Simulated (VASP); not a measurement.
# InPd (Pm-3m) in VASP: notebook, part 2 of 2

VASP 6.6.1.

## Step 5: Single point, LDA

This run uses another cell than the first one, of 18.21 Å³/atom, 1.106 times its volume.

Input file INCAR:

```
ALGO = Fast ; EDIFF = 1E-6
ENCUT = 520 ; GGA = CA
ISIF = 2 ; ISMEAR = -1
LASPH = True ; LCHARG = True
LELF = True ; LREAL = False
LVHAR = True ; LWAVE = False
NBANDS = 18 ; NELM = 100
PREC = Accurate ; SIGMA = 0.05
```

Input file KPOINTS:

```
k-points
0
Gamma
  8 8 8
```

Input file POSCAR:

```
InPd
1.0
    3.3149408331      0.0000000000      0.0000000000
    0.0000000000      3.3149408331      0.0000000000
    0.0000000000      0.0000000000      3.3149408331
In Pd
1 1
Direct
    0.0000000000      0.0000000000      0.0000000000
    0.5000000000      0.5000000000      0.5000000000
```

Potentials or basis: VASP PAW LDA potentials, release 64 (In_d, Pd).

The run is started by

```console
> cat potpaw_LDA.64/In_d/POTCAR potpaw_LDA.64/Pd/POTCAR > POTCAR
> mpirun -np 1 vasp_std > vasp.out
```

OUTCAR:

```text
EDIFF = 1E-6
   ENCUT = 520
   GGA = CA
   ISIF = 2
   ISMEAR = -1
   LASPH = True
   LREAL = False
   NELM = 100
   PREC = Accurate

 ion  position               nearest neighbor table
   1  0.000  0.000  0.000-   2 2.87   2 2.87   2 2.87   2 2.87   2 2.87   2 2.87   2 2.87   2 2.87

   2  0.500  0.500  0.500-   1 2.87   1 2.87   1 2.87   1 2.87   1 2.87   1 2.87   1 2.87   1 2.87

  LATTYP: Found a simple cubic cell.
 ALAT       =     3.3149408331

  Lattice vectors:

 A1 = (   3.3149408331,   0.0000000000,   0.0000000000)
 A2 = (   0.0000000000,   3.3149408331,   0.0000000000)
 A3 = (   0.0000000000,   0.0000000000,   3.3149408331)

Analysis of symmetry for initial positions (statically):
=====================================================================
 Subroutine PRICEL returns:
 Original cell was already a primitive cell.

 Routine SETGRP: Setting up the symmetry group for a
 simple cubic supercell.

 Subroutine GETGRP returns: Found 48 space group operations
 (whereof 48 operations were pure point group operations)
[... 156 lines left out ...]

 Free energy of the ion-electron system (eV)
  ---------------------------------------------------
  ext. energy  EPLUGINS =         0.00000000
  ---------------------------------------------------
  free energy    TOTEN  =       -10.69113949 eV

  energy without entropy =      -10.68018614  energy(sigma->0) =      -10.68566282

 E-fermi :   9.5316     XC(G=0): -12.3194

 val. band max:        9.4791722122   @ k =   0.3750   0.2500   0.1250
 cond. band min:       9.5423104417   @ k =   0.3750   0.3750   0.1250
 fundamental gap:      0.0631382295
 Fermi energy:         9.5316471884

 k-point     1 :       0.0000    0.0000    0.0000
  band No.  band energies     occupation
      1      -5.1564      2.00000
      2      -5.1564      2.00000
      3      -4.7894      2.00000
      4      -4.7894      2.00000
      5      -4.7894      2.00000
      6      -0.1670      2.00000
[... 481 lines left out ...]
      5      -4.6440      2.00000
      6       3.6675      2.00000
[... 10 lines left out ...]
     17      20.4899      0.00000
     18      22.3335      0.00000

 [... further k-points ...]
[... 5 lines left out ...]
  --------------------------------------------------------------------------------------
  -------------------------------------------------------------------------------------
  Total       -2.4171458     -2.4171458     -2.4171458     -0.0000000      0.0000000     -0.0000000
  in kB     -106.3129276   -106.3129276   -106.3129276     -0.0000000      0.0000000     -0.0000000
  external PRESSURE =    -106.3129276 kB  Pullay stress =       0.0000000 kB

 VOLUME and BASIS-vectors are now :
 -----------------------------------------------------------------------------
  energy-cutoff  :      520.00
  volume of cell :       36.43
      direct lattice vectors                 reciprocal lattice vectors
     3.314940833  0.000000000  0.000000000     0.301664509  0.000000000  0.000000000
     0.000000000  3.314940833  0.000000000     0.000000000  0.301664509  0.000000000
     0.000000000  0.000000000  3.314940833     0.000000000  0.000000000  0.301664509

 POSITION                                       TOTAL-FORCE (eV/Angst)
 -----------------------------------------------------------------------------------
      0.00000      0.00000      0.00000         0.000000      0.000000      0.000000
      1.65747      1.65747      1.65747         0.000000      0.000000      0.000000
 -----------------------------------------------------------------------------------
    total drift:                               -0.000000      0.000000      0.000000

  FREE ENERGIE OF THE ION-ELECTRON SYSTEM (eV)
  ---------------------------------------------------
  free  energy   TOTEN  =       -10.6911394914 eV

  energy  without entropy=      -10.6801861390  energy(sigma->0) =      -10.68566282
```

Wall time 20 s (1 thread of Intel Xeon Platinum 8488C (Sapphire Rapids), shared host); peak memory 0.15 GiB.

What came out:

```yaml
Free_energy: -10.6911 eV
Pressure: -10.6 GPa
```

Levels at points of the mesh, in eV from the Fermi level:
```tsv
k point	band 7	band 8	band 9	band 10	band 11	band 12	band 13	band 14	band 15	band 16
(0.00, 0.00, 0.00)	-3.52	-3.52	-2.08	-2.08	-2.08	4.17	4.17	4.17	8.86	10.53
(0.50, 0.00, 0.00)	-5.67	-3.49	-3.01	-3.01	-2.15	-0.98	9.22	9.22	9.95	10.54
(0.50, 0.50, 0.00)	-3.23	-2.47	-2.47	-2.09	-2.09	-1.52	1.31	2.41	9.13	11.30
(0.50, 0.50, 0.50)	-4.54	-4.54	-1.48	-1.48	-0.32	3.85	3.85	3.85	4.34	4.34
```

Caveat: spin-orbit coupling is left out, which moves the levels of the heavy elements.

## Step 6: Single point, r2SCAN

Input file POSCAR:

```
InPd
1.0
    3.2050928798      0.0000000000      0.0000000000
    0.0000000000      3.2050928798      0.0000000000
    0.0000000000      0.0000000000      3.2050928798
In Pd
1 1
Direct
    0.0000000000      0.0000000000      0.0000000000
    0.5000000000      0.5000000000      0.5000000000
```

Input file INCAR.step1:

```
SYSTEM = InPd
ALGO     = Normal         ! electronic algorithm
EDIFF    = 1E-4           ! SCF threshold, eV
ENCUT    = 520            ! plane-wave cutoff, eV
GGA      = PE             ! functional
ISMEAR   = -1             ! smearing method
LASPH    = .True.         ! aspherical terms in the spheres
LCHARG   = .False.        ! write CHGCAR
LREAL    = .False.        ! projectors in reciprocal space
LWAVE    = .True.         ! write WAVECAR
NBANDS   = 18             ! bands
NELM     = 80             ! most SCF steps
PREC     = Accurate       ! precision mode
SIGMA    = 0.05           ! smearing width, eV
```

Input file INCAR.step2:

```
SYSTEM = InPd
ALGO     = Normal         ! electronic algorithm
EDIFF    = 1E-7           ! SCF threshold, eV
ENCUT    = 520            ! plane-wave cutoff, eV
ISIF     = 2              ! what is computed and relaxed
ISMEAR   = -1             ! smearing method
ISTART   = 1            
LASPH    = .True.         ! aspherical terms in the spheres
LCHARG   = .False.        ! write CHGCAR
LMIXTAU  = .True.       
LREAL    = .False.        ! projectors in reciprocal space
LWAVE    = .False.        ! write WAVECAR
METAGGA  = R2SCAN         ! meta-GGA
NBANDS   = 18             ! bands
NELM     = 80             ! most SCF steps
PREC     = Accurate       ! precision mode
SIGMA    = 0.05           ! smearing width, eV
```

Input file KPOINTS:

```
k-points
0
Gamma
  8 8 8
  0 0 0
```

Potentials or basis: VASP PAW PBE potentials, release 64 (In_d, Pd).

The run is started by

```console
> cat potpaw_PBE.64/In_d/POTCAR potpaw_PBE.64/Pd/POTCAR > POTCAR
> cp INCAR.step1 INCAR
> mpirun -np 1 vasp_std > vasp.out
> cp INCAR.step2 INCAR
> mpirun -np 1 vasp_std > vasp.out
```

Wall time 36 s (1 thread of Intel Xeon Platinum 8488C (Sapphire Rapids), shared host); peak memory 0.15 GiB.

Results (log left out):

| Quantity | Value |
| --- | --- |
| Free energy | -46.5869 eV |
| Pressure | 9.8 GPa |

Levels at points of the mesh, in eV from the Fermi level:
| k point | band 8 | band 9 | band 10 | band 11 | band 12 | band 13 | band 14 | band 15 | band 16 | band 17 |
| --- | --- | --- | --- | --- | --- | --- | --- | --- | --- | --- |
| (0.00, 0.00, 0.00) | -4.25 | -2.45 | -2.45 | -2.45 | 4.72 | 4.72 | 4.72 | 11.07 | 11.42 | 11.42 |
| (0.50, 0.00, 0.00) | -4.25 | -3.59 | -3.59 | -2.55 | -1.14 | 10.51 | 10.78 | 10.78 | 11.72 | 11.72 |
| (0.50, 0.50, 0.00) | -2.92 | -2.92 | -2.59 | -2.59 | -1.83 | 2.05 | 2.93 | 10.69 | 12.18 | 12.18 |
| (0.50, 0.50, 0.50) | -5.44 | -1.78 | -1.78 | 0.63 | 4.13 | 4.13 | 4.13 | 4.94 | 4.94 | 4.94 |

Caveat: the PAW data sets were made with another functional, which shifts forces and pressure a little; spin-orbit coupling is left out, which moves the levels of the heavy elements.

## Step 7: Overview

```csv
level,potentials or basis,cell,gap on the mesh (eV),pressure (GPa)
LDA,"VASP PAW LDA potentials, release 64 (In_d, Pd)","a = 3.205 Å, 2 atoms",none,1.9
LDA,"VASP PAW LDA potentials, release 64 (In_d, Pd)","a = 3.228 Å, 2 atoms",none,-1.4
LDA,"VASP PAW LDA potentials, release 64 (In_d, Pd)","a = 3.294 Å, 2 atoms",none,-8.8
LDA,"VASP PAW LDA potentials, release 64 (In_d, Pd)","a = 3.315 Å, 2 atoms",none,-10.6
r2SCAN,"VASP PAW PBE potentials, release 64 (In_d, Pd)","a = 3.205 Å, 2 atoms",none,9.8
```

Alike in all rows: task single point; no spin polarisation; k mesh 8 × 8 × 8; cutoff (eV) 520; smearing fermi-dirac 0.05 eV.

Caveats: spin-orbit coupling is left out, which moves the levels of the heavy elements; the PAW data sets were made with another functional, which shifts forces and pressure a little (some runs).

Total energies depend on the potentials used, so only differences within one code and one set of settings carry meaning.
